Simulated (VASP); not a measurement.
Set up this calculation in VASP 6.6.1, as the native input.

| Property | Result |
| --- | --- |
| Task | single point |
| Functional | PBE |
| Potentials or basis | VASP PAW PBE potentials, release 64 (Pd) |
| Cutoff | 520 eV |
| k mesh | 20 × 20 × 20 |
| Occupations | gaussian, width 0.15 eV |
| Spin | no spin polarisation |
| Dipole correction | no |
| Further INCAR settings | ALGO = Fast; EDIFF = 1e-06; NBANDS = 11 |

The structure of Pd lies in POSCAR:

```
Pd
1.0
   -0.0486225000      1.9449000000      1.9449000000
    1.9449000000     -0.0486225000      1.9449000000
    1.8962775000      1.8962775000      0.0000000000
Pd
1
Direct
    0.0000000000      0.0000000000      0.0000000000
```

This cell differs from its parent crystal: strain -0.0500 x Voigt [0, 0, 0, 0, 0, 1].

These files were run (other wordings do the same):

INCAR

```
PREC = Accurate ; ENCUT = 520
EDIFF = 1E-6 ; ISMEAR = 0
SIGMA = 0.15 ; LREAL = F
LASPH = T ; NELM = 60
ALGO = Fast ; ISIF = 2
LWAVE = F ; LCHARG = T
GGA = PE ; LELF = T
LVHAR = T ; NBANDS = 11
```

KPOINTS

```
Automatic mesh
0
Gamma
  20 20 20
```

Potentials or basis: VASP PAW PBE potentials, release 64 (Pd).

The run is started by

```sh
$ cat potpaw_PBE.64/Pd/POTCAR > POTCAR
$ mpirun -np 1 vasp_std > vasp.out
```

Results of the run:

```json
{
 "Pressure": "7.9 GPa",
 "Band gap on the k mesh": "zero (bands 5 and 6 overlap by 1.67 eV)"
}
```

Caveat: the cell differs from its parent crystal (strain -0.0500 x Voigt [0, 0, 0, 0, 0, 1]); the cell stands under pressure.

Wall time 2.3 min on 1 thread of Intel(R) Xeon(R) Platinum 8259CL CPU @ 2.50GHz (Skylake/Cascade Lake), with other jobs on the host, peak memory 0.29 GiB.
